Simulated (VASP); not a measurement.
Input of a VASP 6.6.1 run:

The input INCAR:

```
  PREC = Accurate
  ENCUT = 520
  EDIFF = 1E-7
  ISMEAR = -1
  SIGMA = 0.08
  LREAL = F
  LASPH = T
  NELM = 60
  ALGO = Normal
  ISIF = 2
  LWAVE = F
  LCHARG = F
  GGA = PE
  NBANDS = 16
```

Contents of KPOINTS:

```
regular mesh
0
Gamma
  12 12 12
```

POSCAR

```
MnSb
1.0
    0.0000000000      2.7950160000      2.7950160000
    2.7950160000      0.0000000000      2.7950160000
    2.7950160000      2.7950160000      0.0000000000
Mn Sb
1 1
Direct
    0.0000000000      0.0000000000      0.0000000000
    0.5000000000      0.5000000000      0.5000000000
```

Potentials or basis: VASP PAW PBE potentials, release 64 (Mn_pv, Sb).

The run is started by

```sh
$ cat potpaw_PBE.64/Mn_pv/POTCAR potpaw_PBE.64/Sb/POTCAR > POTCAR
$ mpirun -np 1 vasp_std > vasp.out
```

Problem. What does it give for the pressure?

Solution. -13.6 GPa.

Problem. Estimate the band gap on the k mesh.

Solution. Zero (band 9 reaches 7.15 eV, above the bottom of band 10 at 7.14 eV).

Caveat: spin-orbit coupling is left out, which moves the levels of the heavy elements. Spin polarisation is off, so any magnetic state and its effect on volume and gap are missing.
